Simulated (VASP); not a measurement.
# Mo in VASP: single point with PBE

Aim: the single point of Mo with PBE.

Everything below comes from runs of VASP 6.6.1. Logs are shortened: lines on timing, memory, paths and dates and some standing lists are left out, and cuts for length are marked.

## (1) The cell of the first run

The cell holds a wire or tube with vacuum around it, 16 atoms: a = 15.700 Å, b = 15.600 Å, c = 4.470 Å, α = 90.00°, β = 90.00°, γ = 90.00°.

## (2) Single point, PBE

File INCAR:

```
ALGO = Fast
EDIFF = 1E-7
ENCUT = 520
GGA = PE
ISIF = 2
ISMEAR = 0
LASPH = T
LCHARG = F
LREAL = Auto
LWAVE = F
NBANDS = 126
NELM = 100
PREC = Accurate
SIGMA = 0.05
```

File KPOINTS:

```
k-points
0
Gamma
  1 1 12
```

File POSCAR:

```
Mo
1.0
   15.7000000000      0.0000000000      0.0000000000
    0.0000000000     15.6000000000      0.0000000000
    0.0000000000      0.0000000000      4.4695390373
Mo
16
Direct
    0.2864869887      0.6012961975      0.0000000000
    0.2864869887      0.3987038025      0.0000000000
    0.5711710038      0.6012961975      0.0000000000
    0.5711710038      0.3987038025      0.0000000000
    0.4288289962      0.6012961975      0.5000000000
    0.4288289962      0.3987038025      0.5000000000
    0.7135130113      0.6012961975      0.5000000000
    0.4288289962      0.7025923950      0.0000000000
    0.4288289962      0.5000000000      0.0000000000
    0.4288289962      0.2974076050      0.0000000000
    0.2864869887      0.7025923950      0.5000000000
    0.2864869887      0.5000000000      0.5000000000
    0.7135130113      0.5000000000      0.0000000000
    0.5711710038      0.7025923950      0.5000000000
    0.5711710038      0.5000000000      0.5000000000
    0.5711710038      0.2974076050      0.5000000000
```

Potentials or basis: VASP PAW PBE potentials, release 64 (Mo_sv).

On the command line:

```bash
cat potpaw_PBE.64/Mo_sv/POTCAR > POTCAR
mpirun -np 1 vasp_std > vasp.out
```

OUTCAR:

```text
EDIFF = 1E-7
   ENCUT = 520
   GGA = PE
   ISIF = 2
   ISMEAR = 0
   LASPH = T
   LREAL = Auto
   NELM = 100
   PREC = Accurate

 ion  position               nearest neighbor table
   1  0.286  0.601  0.000-   9 2.74   8 2.74  12 2.74  12 2.74  11 2.74  11 2.74   5 3.16   5 3.16
                             2 3.16
   2  0.286  0.399  0.000-   9 2.74  10 2.74  12 2.74  12 2.74   6 3.16   6 3.16   1 3.16
   3  0.571  0.601  0.000-  13 2.74  15 2.74  15 2.74  14 2.74  14 2.74   9 2.74   8 2.74   7 3.16
                             7 3.16   4 3.16   5 3.16   5 3.16
   4  0.571  0.399  0.000-  13 2.74  15 2.74  15 2.74  16 2.74  16 2.74   9 2.74  10 2.74   3 3.16
                             6 3.16   6 3.16
   5  0.429  0.601  0.500-  12 2.74  11 2.74   9 2.74   9 2.74   8 2.74   8 2.74  15 2.74  14 2.74
                             1 3.16   1 3.16   6 3.16   3 3.16   3 3.16
   6  0.429  0.399  0.500-  12 2.74   9 2.74   9 2.74  10 2.74  10 2.74  15 2.74  16 2.74   2 3.16
                             2 3.16   5 3.16   4 3.16   4 3.16
   7  0.714  0.601  0.500-  15 2.74  14 2.74  13 2.74  13 2.74   3 3.16   3 3.16
   8  0.429  0.703  0.000-   1 2.74   5 2.74   5 2.74   3 2.74  11 3.16  11 3.16   9 3.16  14 3.16
                            14 3.16
   9  0.429  0.500  0.000-   1 2.74   2 2.74   5 2.74   6 2.74   5 2.74   6 2.74   3 2.74   4 2.74
                            12 3.16  12 3.16   8 3.16  10 3.16  15 3.16  15 3.16
  10  0.429  0.297  0.000-   2 2.74   6 2.74   6 2.74   4 2.74   9 3.16  16 3.16  16 3.16
  11  0.286  0.703  0.500-   5 2.74   1 2.74   1 2.74   8 3.16   8 3.16  12 3.16
  12  0.286  0.500  0.500-   5 2.74   6 2.74   1 2.74   2 2.74   1 2.74   2 2.74   9 3.16   9 3.16
                            11 3.16
  13  0.714  0.500  0.000-   3 2.74   4 2.74   7 2.74   7 2.74  15 3.16  15 3.16
  14  0.571  0.703  0.500-   7 2.74   3 2.74   3 2.74   5 2.74  15 3.16   8 3.16   8 3.16
  15  0.571  0.500  0.500-   7 2.74   4 2.74   3 2.74   3 2.74   4 2.74   6 2.74   5 2.74  13 3.16
                            13 3.16  16 3.16  14 3.16   9 3.16   9 3.16
  16  0.571  0.297  0.500-   4 2.74   4 2.74   6 2.74  15 3.16  10 3.16  10 3.16

  LATTYP: Found a simple orthorhombic cell.
 ALAT       =     4.4695390373
 B/A-ratio  =     3.4902928176
 C/A-ratio  =     3.5126664895

  Lattice vectors:

 A1 = (   0.0000000000,   0.0000000000,  -4.4695390373)
 A2 = (   0.0000000000,  15.6000000000,   0.0000000000)
 A3 = (  15.7000000000,   0.0000000000,   0.0000000000)

Analysis of symmetry for initial positions (statically):
=====================================================================
 Subroutine PRICEL returns:
 Original cell was already a primitive cell.

 Routine SETGRP: Setting up the symmetry group for a
 simple orthorhombic supercell.

 Subroutine GETGRP returns: Found  2 space group operations
 (whereof  2 operations were pure point group operations)
 out of a pool of  8 trial point group operations.

The static configuration has the point symmetry C_1h.

Analysis of symmetry for dynamics (positions and initial velocities):
=====================================================================
 Subroutine PRICEL returns:
 Original cell was already a primitive cell.

 Routine SETGRP: Setting up the symmetry group for a
 simple orthorhombic supercell.

 Subroutine GETGRP returns: Found  2 space group operations
 (whereof  2 operations were pure point group operations)
 out of a pool of  8 trial point group operations.

The dynamic configuration has the point symmetry C_1h.

 Subroutine INISYM returns: Found  2 space group operations
 (whereof  2 operations are pure point group operations),
 and found     1 'primitive' translations

----------------------------------------------------------------------------------------

                                     Primitive cell

  volume of cell :    1094.6795

  direct lattice vectors                    reciprocal lattice vectors
    15.700000000  0.000000000  0.000000000     0.063694268  0.000000000  0.000000000
     0.000000000 15.600000000  0.000000000     0.000000000  0.064102564  0.000000000
     0.000000000  0.000000000  4.469539037     0.000000000  0.000000000  0.223736719

  length of vectors
    15.700000000 15.600000000  4.469539037     0.063694268  0.064102564  0.223736719

  position of ions in fractional coordinates (direct lattice)
     0.286486989  0.601296197  0.000000000
     0.286486989  0.398703803  0.000000000
     0.571171004  0.601296197  0.000000000
     0.571171004  0.398703803  0.000000000
     0.428828996  0.601296197  0.500000000
     0.428828996  0.398703803  0.500000000
[... 8 lines left out ...]
     0.571171004  0.500000000  0.500000000
     0.571171004  0.297407605  0.500000000

  ion indices of the primitive-cell ions
   primitive index   ion index
                 1           1
                 2           2
                 3           3
                 4           4
                 5           5
                 6           6
[... 8 lines left out ...]
                15          15
                16          16

----------------------------------------------------------------------------------------

 KPOINTS: k-points

Automatic generation of k-mesh.
 Grid dimensions read from file:
 generate k-points for:    1    1   12

 Generating k-lattice:

  Cartesian coordinates                     Fractional coordinates (reciprocal lattice)
     0.063694268  0.000000000  0.000000000     1.000000000  0.000000000  0.000000000
     0.000000000  0.064102564  0.000000000     0.000000000  1.000000000  0.000000000
     0.000000000  0.000000000  0.018644727     0.000000000  0.000000000  0.083333333

  Length of vectors
     0.063694268  0.064102564  0.018644727

  Shift w.r.t. Gamma in fractional coordinates (k-lattice)
     0.000000000  0.000000000  0.000000000

 Subroutine IBZKPT returns following result:
 ===========================================

 Found      7 irreducible k-points:

 Following reciprocal coordinates:
            Coordinates               Weight
  0.000000  0.000000  0.000000      1.000000
  0.000000  0.000000  0.083333      2.000000
  0.000000  0.000000  0.166667      2.000000
  0.000000  0.000000  0.250000      2.000000
  0.000000  0.000000  0.333333      2.000000
  0.000000  0.000000  0.416667      2.000000
  0.000000  0.000000  0.500000      1.000000
   k-points           NKPTS =      7   k-points in BZ     NKDIM =      7   number of bands    NBANDS=    126
   number of dos      NEDOS =    301   number of ions     NIONS =     16
   total plane-waves  NPLWV = 518400
   dimension x,y,z NGX =   120 NGY =  120 NGZ =   36
   dimension x,y,z NGXF=   240 NGYF=  240 NGZF=   72
   ions per type =              16
   NGX,Y,Z   is equivalent  to a cutoff of  12.71, 12.79, 13.39 a.u.
   NGXF,Y,Z  is equivalent  to a cutoff of  25.41, 25.58, 26.78 a.u.
 SYSTEM =  unknown system
   PREC   = accura    normal or accurate (medium, high low for compatibility)
   ISTART =      0    job   : 0-new  1-cont  2-samecut
   ICHARG =      2    charge: 1-file 2-atom 10-const
   ISPIN  =      1    spin polarized calculation?
   LNONCOLLINEAR =      F non collinear calculations
   LSORBIT =      F    spin-orbit coupling
   LASPH  =      T    aspherical Exc in radial PAW
   ENCUT  =  520.0 eV  38.22 Ry    6.18 a.u.  29.19 29.01  8.31*2*pi/ulx,y,z
   NELM   =    100;   NELMIN=  2; NELMDL= -5     # of ELM steps
   EDIFF  = 0.1E-06   stopping-criterion for ELM
   LREAL  =      T    real-space projection
   EDIFFG = 0.1E-05   stopping-criterion for IOM
   NSW    =      0    number of steps for IOM
   IBRION =     -1    ionic relax: 0-MD 1-quasi-New 2-CG
   NFREE  =      0    steps in history (QN), initial steepest desc. (CG)
   ISIF   =      2    stress and relaxation
   ISYM   =      2    0-nonsym 1-usesym 2-fastsym
   POTIM  = 0.5000    time-step for ionic-motion
   TEBEG  =    0.0;   TEEND  =   0.0 temperature during run
   PSTRESS=    0.0 pullay stress
   NELECT =     224.0000    total number of electrons
   NUPDOWN=      -1.0000    fix difference up-down
   EMIN   =  10.00;   EMAX   =-10.00  energy-range for DOS
   EFERMI =   0.00;   METHOD = LEGACY
   ISMEAR =     0;   SIGMA  =   0.05  broadening in eV -4-tet -1-fermi 0-gaus
   EFERMI_NEDOS =   21; number of points for ismear=-14 and -15
   IALGO  =     68    algorithm
   IMIX   =      4    mixing-type and parameters
     AMIX     =   0.40;   BMIX     =  1.00
     AMIX_MAG =   1.60;   BMIX_MAG =  1.00
  volume/ion in A,a.u.               =      68.42       461.70
  Fermi-wavevector in a.u.,A,eV,Ry     =   0.964706  1.823031 12.662378  0.930659
  Thomas-Fermi vector in A             =   2.094361
   LORBIT       =      0    0 simple, 1 ext, 2 COOP (PROOUT), +10 PAW based schemes
   GGA     = PE    functional components
   LHFCALC =     F    Hartree Fock is set to
   AEXX    =    0.0000 exact exchange contribution
   IVDW    =     0    specifies the selected vdW correction
   LEPSILON=     F    determine dielectric tensor
   LRPA    =     F    only Hartree local field effects (RPA)
 non-spin polarized calculation
 RMM-DIIS sequential band-by-band and
 Gauss-broadening in eV      SIGMA  =   0.05
  energy-cutoff  :      520.00
  volume of cell :     1094.68
 maximum number of plane-waves:     29499
 NGX is ok and might be reduce to   120
   NGX = 59   NGY = 59   NGZ = 17

 number of electron     224.0000007 magnetization

 Free energy of the ion-electron system (eV)
  ---------------------------------------------------
  ext. energy  EPLUGINS =         0.00000000
  ---------------------------------------------------
  free energy    TOTEN  =      -148.15116482 eV

  energy without entropy =     -148.12140964  energy(sigma->0) =     -148.13628723

 E-fermi :   0.1507     XC(G=0):  -4.6478

 val. band max:        0.1472381831   @ k =   0.0000   0.0000   0.3333
 cond. band min:       0.1529742915   @ k =   0.0000   0.0000   0.5000
 fundamental gap:      0.0057361084
 Fermi energy:         0.1506541192

 k-point     1 :       0.0000    0.0000    0.0000
  band No.  band energies     occupation
      1     -61.1885      2.00000
      2     -61.0793      2.00000
      3     -61.0173      2.00000
      4     -60.9798      2.00000
      5     -60.9542      2.00000
      6     -60.9063      2.00000
[... 878 lines left out ...]
    123       0.9299      0.00000
    124       0.9780      0.00000
 [bands above 124 left out]

------------------------ aborting loop because EDIFF is reached ----------------------------------------

  FORCE on cell =-STRESS in cart. coord.  units (eV):
  Direction    XX          YY          ZZ          XY          YZ          ZX
  --------------------------------------------------------------------------------------
  -------------------------------------------------------------------------------------
  Total      -34.5657173    -32.5625988    -42.5944853      2.4412759      0.0000000      0.0000000
  in kB      -50.5905232    -47.6587508    -62.3414604      3.5730613      0.0000000      0.0000000
  external PRESSURE =     -53.5302448 kB  Pullay stress =       0.0000000 kB

 VOLUME and BASIS-vectors are now :
 -----------------------------------------------------------------------------
  energy-cutoff  :      520.00
  volume of cell :     1094.68
      direct lattice vectors                 reciprocal lattice vectors
    15.700000000  0.000000000  0.000000000     0.063694268  0.000000000  0.000000000
     0.000000000 15.600000000  0.000000000     0.000000000  0.064102564  0.000000000
     0.000000000  0.000000000  4.469539037     0.000000000  0.000000000  0.223736719

 POSITION                                       TOTAL-FORCE (eV/Angst)
 -----------------------------------------------------------------------------------
      4.49785      9.38022      0.00000         1.083248      1.218787      0.000000
      4.49785      6.21978      0.00000         1.945205      1.023830      0.000000
      8.96738      9.38022      0.00000         1.018803      0.614161      0.000000
      8.96738      6.21978      0.00000        -0.125136     -0.650255      0.000000
      6.73262      9.38022      2.23477        -0.611232      1.585239      0.000000
      6.73262      6.21978      2.23477         0.320887     -1.582682      0.000000
[... 8 lines left out ...]
      8.96738      7.80000      2.23477         1.520244     -0.091214      0.000000
      8.96738      4.63956      2.23477        -2.057577      2.479230      0.000000
 -----------------------------------------------------------------------------------
    total drift:                                0.000769      0.001016     -0.000000

  FREE ENERGIE OF THE ION-ELECTRON SYSTEM (eV)
  ---------------------------------------------------
  free  energy   TOTEN  =      -148.1511648225 eV

  energy  without entropy=     -148.1214096438  energy(sigma->0) =     -148.13628723
```

Wall time 2 h (1 thread of Oxide Virtual Turin-like, shared host); peak memory 1.3 GiB.

Results:

```yaml
Free_energy: -148.1512 eV
Largest_force: 3.222 eV/Å
Band_gap_on_the_k_mesh: zero (bands 112 and 113 overlap by 0.05 eV)
```

Forces on the atoms (eV/Å):
```
Mo   1.083  1.219  0.000
Mo   1.945  1.024  0.000
Mo   1.019  0.614  0.000
Mo  -0.125 -0.650  0.000
Mo  -0.611  1.585  0.000
Mo   0.321 -1.583  0.000
Mo  -2.521 -0.930  0.000
Mo  -0.498 -1.892  0.000
Mo  -1.191 -0.278  0.000
Mo   0.696  2.518  0.000
Mo   1.711 -2.646  0.000
Mo   1.192 -0.122  0.000
Mo  -2.268  1.326  0.000
Mo  -0.213 -2.572  0.000
Mo   1.520 -0.091  0.000
Mo  -2.058  2.479  0.000
```

Levels at points of the mesh, in eV from the Fermi level:
```csv
k point,band 110,band 111,band 112,band 113,band 114,band 115
"(0.00, 0.00, 0.00)",-0.16,-0.13,-0.05,-0.03,0.07,0.12
"(0.00, 0.00, 0.50)",-0.31,-0.17,-0.03,0.00,0.08,0.19
```
